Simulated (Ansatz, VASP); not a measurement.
## Ti3Se in VASP and in Ansatz

The input INCAR:

```
SYSTEM = Ti3Se
ALGO = Normal ; EDIFF = 1E-6
ENCUT = 520 ; ISIF = 2
ISMEAR = -1 ; LASPH = .True.
LCHARG = .True. ; LELF = .True.
LREAL = .False. ; LVHAR = .True.
LWAVE = .False. ; NBANDS = 29
NELM = 80 ; PREC = Accurate
SIGMA = 0.05
```

The input KPOINTS:

```
k-points
0
Gamma
  10 10 4
  0 0 0
```

The input POSCAR:

```
Ti3Se
1.0
    3.2395220766      0.0000000000      0.0000000000
   -1.6197610383      2.8055084145      0.0000000000
    0.0000000000      0.0000000000      8.0472667889
Se Ti
1 3
Direct
    0.0000000000      0.0000000000      0.0000000000
    0.6666666667      0.3333333333      0.5000000000
    0.3333333333      0.6666666667      0.7729020000
    0.3333333333      0.6666666667      0.2270980000
```

The input input.yaml:

```yaml
crystal:
  lattice:
    - [3.2395220766, 0.0, 0.0]
    - [-1.6197610383, 2.8055084145, 0.0]
    - [0.0, 0.0, 8.0472667889]
  atoms:
    - { symbol: Se, position: [0.0, 0.0, 0.0] }
    - { symbol: Ti, position: [0.6666666667, 0.3333333333, 0.5] }
    - { symbol: Ti, position: [0.3333333333, 0.6666666667, 0.772902] }
    - { symbol: Ti, position: [0.3333333333, 0.6666666667, 0.227098] }
kpoints:
  mp_grid: { grid: [10, 10, 4] }
scf:
  occupations: { method: fermi_dirac, width: 0.05 }
hamiltonian:
  xc: lda
  pseudopotentials: { kind: all_electron, lapw: { basis_error: 0.002 } }
output:
  forces: true
  stress: true
  eigenvalues: true
```

Change from the starting cell: volume scaled by 1.04.

Alike in both runs: task single point; functional LDA; k mesh 10 × 10 × 4; occupations fermi-dirac, width 0.05 eV; no spin polarisation.

```csv
,VASP,Ansatz
version,VASP 6.6.1,Ansatz 0.2.0
potentials or method,"VASP PAW LDA potentials, release 64 (Se, Ti_sv), cutoff 520 eV","all-electron LAPW, scalar-relativistic"
```

VASP gave:

* gap on the k mesh at the Fermi level (eV): none
* pressure (GPa): -11.3
* traceless stress, the component that is largest in VASP (GPa): -1.41
* rms of the force components (eV/Å): 0.078

Which values does Ansatz return?

gap on the k mesh at the Fermi level (eV): none; pressure (GPa): -11.5; traceless stress, the component that is largest in VASP (GPa): -1.41; rms of the force components (eV/Å): 0.086.

LDA's correlation is that of Perdew and Zunger in VASP and of Perdew and Wang (1992) in Ansatz. Atom by atom the forces differ by 0.008 eV/Å (rms over components). A gap of «none» marks a metal or a gap that the smearing closes. Ansatz ran all-electron here, and VASP with PAW potentials.
